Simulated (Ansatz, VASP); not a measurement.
## One calculation of Sc2Pb, two programs

```xyz
6
Lattice="5.0320 0.0000 0.0000 -2.5160 4.3579 0.0000 0.0000 0.0000 6.5502" Properties=species:S:1:pos:R:3 pbc="T T T"
Sc    0.0000    2.9052    4.9124
Sc    0.0000    2.9052    1.6378
Sc    2.5160    1.4526    1.6378
Sc    2.5160    1.4526    4.9124
Pb    0.0000    0.0000    3.2751
Pb    0.0000    0.0000    0.0000
```

Alike in both runs: functional PBE; k mesh 6 × 6 × 2; occupations gaussian, width 0.1 eV; no spin polarisation.

Ansatz relaxed the structure, and its values are those at the end. VASP's run is a single point on that final structure, the one shown.

```csv
,VASP,Ansatz
version,VASP 6.6.1,Ansatz 0.2.0
potentials or method,"VASP PAW PBE potentials, release 64 (Sc_sv, Pb_d), cutoff 520 eV","scalar-relativistic, plane waves, PAW"
valence electrons in the cell,72,72
```

VASP gave:

| Item | Value |
| --- | --- |
| gap on the k mesh at the Fermi level (eV) | none |
| pressure (GPa) | 0.3 |

Question: Estimate Ansatz's values.

Answer: gap on the k mesh at the Fermi level (eV): none; pressure (GPa): 0.2.

A gap of «none» marks a metal or a gap that the smearing closes. With one functional, cell and mesh, what is left measures potentials, basis and numerics.

The k mesh is coarse, so the values compare programs but aren't converged. Neither program's run includes spin-orbit coupling.
